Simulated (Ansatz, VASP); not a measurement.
**Ag: VASP beside Ansatz**

INCAR

```
SYSTEM = Ag
  PREC = Accurate
  ENCUT = 520
  EDIFF = 1E-6
  ISMEAR = -1
  SIGMA = 0.1
  LREAL = .FALSE.
  LASPH = .TRUE.
  NELM = 80
  ALGO = Normal
  ISIF = 2
  LWAVE = .FALSE.
  LCHARG = .FALSE.
  GGA = PE
  NBANDS = 18
```

File KPOINTS:

```
regular mesh
0
G
  14 14 8
  0 0 0
```

The input POSCAR:

```
Ag
1.0
    2.8223152806      0.0000000000      0.0000000000
   -1.4111576403      2.4441967305      0.0000000000
    0.0000000000      0.0000000000      4.5703499287
Ag
2
Direct
    0.3333333333      0.6666666667      0.2500000000
    0.6666666667      0.3333333333      0.7500000000
```

Input for Ansatz:

```yaml
crystal:
  lattice:
    - [2.8223152806, 0.0, 0.0]
    - [-1.4111576403, 2.4441967305, 0.0]
    - [0.0, 0.0, 4.5703499287]
  atoms:
    - { symbol: Ag, position: [0.3333333333, 0.6666666667, 0.25] }
    - { symbol: Ag, position: [0.6666666667, 0.3333333333, 0.75] }
hamiltonian:
  xc: pbe
  pseudopotentials:
    kind: paw
    azcp:
      Ag: "pseudopotentials/Ag.paw.azcp"
basis:
  ecutwfc: 420
  fft_grid_basis: typed
kpoints:
  mp_grid: { grid: [14, 14, 8], shift: [0, 0, 0] }
magnetization:
  spin_polarized: false
scf:
  occupations: { method: fermi_dirac, width: 0.1 }
  lower_state_search: "off"
output:
  stress: true
```

Alike in both runs: task single point; functional PBE; k mesh 14 × 14 × 8; occupations fermi-dirac, width 0.1 eV; no spin polarisation.

|  | VASP | Ansatz |
| --- | --- | --- |
| version | VASP 6.6.1 | Ansatz 0.2.0 |
| potentials or method | VASP PAW PBE potentials, release 64 (Ag), cutoff 520 eV | plane waves (420 eV) with PAW, scalar-relativistic |
| valence electrons in the cell | 22 | 38 |

|  | VASP | Ansatz | Ansatz less VASP |
| --- | --- | --- | --- |
| pressure (GPa) | 16.3 | 16.5 | +0.29 |
| traceless stress, the component that is largest in VASP (GPa) | 0.99 | 1.01 | +0.020 |

The functional is the same, so the differences come from potentials, cutoffs and numerics. VASP's potentials hold 22 valence electrons a cell and Ansatz's 38, so a difference there can come from the potentials and not from the codes.
